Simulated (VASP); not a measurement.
# LiF: relaxation of cell and atoms with PBE

Crystal: LiF.

```xyz
4
Lattice="2.0241 -1.5063 0.0000 2.0241 1.5063 0.0000 -1.5071 0.0000 4.3302" Properties=species:S:1:pos:R:3 pbc="T T T"
Li    1.6823    0.5005    2.7993
Li    2.4359   -0.5005    0.6342
F     0.1052    0.5005    3.6960
F     0.8588   -0.5005    1.5309
```

The cell was generated, and may not be a known phase.

| Property | Result |
| --- | --- |
| Program | VASP 6.6.1 |
| Task | relaxation of cell and atoms |
| Functional | PBE |
| Potentials or basis | VASP PAW PBE potentials, release 64 (Li_sv, F_h) |
| Cutoff | 910 eV |
| k mesh | 8 × 8 × 4 |
| Occupations | gaussian, width 0.1 eV |
| Spin | no spin polarisation |
| Dipole correction | no |
| Further INCAR settings | ALGO = Normal; EDIFF = 1e-07; IBRION = 2; EDIFFG = -0.04; NSW = 90; ISIF = 3 |

```yaml
Relaxed_volume: 7.69 Å³/atom
Relaxed_cell: a = 2.726 Å, b = 2.726 Å, c = 4.850 Å, α = 106.06°, β = 106.06°, γ = 64.64°
Space_group_after_relaxing_to_0.1_Å: C2/m (No. 12)
Energy_gained_by_relaxing: 207.8 meV/atom
Ionic_steps: 18
Pressure_after_relaxing: 0.2 GPa
Largest_force_after_relaxing: 0.034 eV/Å
Band_gap_on_the_k_mesh: 9.32 eV
```

Forces in eV/Å, atoms in the order of the input:
```
Li  -0.003  0.025  0.022
Li  -0.003 -0.025  0.022
F    0.003 -0.023 -0.022
F    0.003  0.023 -0.022
```

Stress tensor (GPa, compression positive):
```
 0.38  0.00 -0.23
 0.00 -0.22  0.00
-0.23  0.00  0.59
```

The path:
| step | energy change (eV) | largest force (eV/Å) | pressure (GPa) | volume (Å³) |
| --- | --- | --- | --- | --- |
| 1 | 0.0000 | 0.4416 | 33.72 | 26.40 |
| 2 | -0.6065 | 0.1993 | 0.97 | 32.07 |
| 3 | -0.6091 | 0.1881 | -1.19 | 32.57 |
| 4 | -0.6091 | 0.1910 | -0.62 | 32.44 |
| 5 | -0.6366 | 0.2017 | -0.63 | 32.38 |
| 6 | -0.6771 | 0.2272 | -1.18 | 32.16 |
| 7 | -0.6993 | 0.2238 | 0.26 | 31.68 |
| 8 | -0.7321 | 0.2779 | 4.74 | 30.24 |
| 9 | -0.7439 | 0.2759 | 4.09 | 30.30 |
| 10 | -0.7724 | 0.2703 | 2.22 | 30.46 |
| 11 | -0.7908 | 0.2396 | -0.98 | 30.77 |
| 12 | -0.7919 | 0.2504 | -0.30 | 30.69 |
| 13 | -0.8051 | 0.2136 | -0.18 | 30.69 |
| 14 | -0.8234 | 0.1193 | 0.39 | 30.69 |
| 15 | -0.8234 | 0.1154 | 0.43 | 30.69 |
| 16 | -0.8269 | 0.0905 | 0.02 | 30.79 |
| 17 | -0.8299 | 0.0429 | -0.86 | 31.00 |
| 18 | -0.8311 | 0.0340 | 0.25 | 30.78 |

Final structure:
```
Li F
1.0
     2.30374   -1.45767    0.02882
     2.30374    1.45767    0.02882
    -1.64443    0.00000    4.56223
Li F
2 2
Direct
  0.37870 0.86986 0.62374
  0.86986 0.37870 0.12374
  0.12291 0.62853 0.87626
  0.62853 0.12291 0.37626
```

Levels at points of the mesh, in eV from the valence-band top:
| k point | band 6 | band 7 | band 8 | band 9 | band 10 | band 11 | band 12 | band 13 | band 14 |
| --- | --- | --- | --- | --- | --- | --- | --- | --- | --- |
| (0.00, 0.00, 0.00) | -0.63 | -0.41 | -0.40 | -0.34 | 0.00 | 9.32 | 10.78 | 17.08 | 18.49 |
| (0.50, 0.00, 0.00) | -2.87 | -1.62 | -1.57 | -0.75 | -0.74 | 13.14 | 13.22 | 15.93 | 16.00 |
| (0.50, 0.50, 0.00) | -2.91 | -1.74 | -1.14 | -0.80 | -0.67 | 10.53 | 15.56 | 16.05 | 17.75 |
| (0.00, 0.00, 0.50) | -1.77 | -0.52 | -0.52 | -0.23 | -0.23 | 10.52 | 10.52 | 18.03 | 18.03 |
| (0.50, 0.00, 0.50) | -3.02 | -1.55 | -1.09 | -0.51 | -0.33 | 10.93 | 14.80 | 16.61 | 16.82 |
| (0.50, 0.50, 0.50) | -2.81 | -1.47 | -1.47 | -1.29 | -1.29 | 12.89 | 12.89 | 16.36 | 16.36 |

Wall time 15 min on 1 thread of Intel(R) Xeon(R) Platinum 8175M CPU @ 2.50GHz (Skylake/Cascade Lake) (shared host), peak memory 0.22 GiB.

Caveat: the volume moved by over 15 % at a fixed basis, so the end points are rough. A k mesh can miss the band edges.
